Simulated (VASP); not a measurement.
The system is Rh.

```
Rh
1.0
     2.61122    0.00000    0.00000
    -1.30561    2.26138    0.00000
     0.00000    0.00000    4.20223
Rh
2
Direct
  0.66667 0.33333 0.75000
  0.33333 0.66667 0.25000
```

This isn't the form of Rh at room conditions, which is fcc.

Base run:

| Item | Value |
| --- | --- |
| Program | VASP 6.6.1 |
| Functional | PBE |
| Potentials or basis | VASP PAW PBE potentials, release 64 (Rh_pv) |
| Cutoff | 500 eV |
| k mesh | 21 × 21 × 12 |
| Occupations | gaussian, width 0.15 eV |
| Spin | collinear spin, ferromagnetic start |
| Starting moments | [0.25, 0.25] μB |
| Fixed moment | 0.5 μB |

Its results: pressure 46.0 GPa; site moments Rh +0.25 μB.

**Question.** After a change of settings the same cell gave: pressure 47.5 GPa; site moments Rh +0.49 μB. Which change was it?
A. fixed moment from 0.5 μB to 1.25 μB; moments at the start from [0.25, 0.25] to [0.62, 0.62]
B. fixed moment from 0.5 μB to 1 μB; moments at the start from [0.25, 0.25] to [0.5, 0.5]
C. fixed moment from 0.5 μB to 2 μB; moments at the start from [0.25, 0.25] to [1.0, 1.0]

**Answer.** B.

Caveats: the cell stands under pressure; the total moment is fixed, so each spin has its own Fermi level.
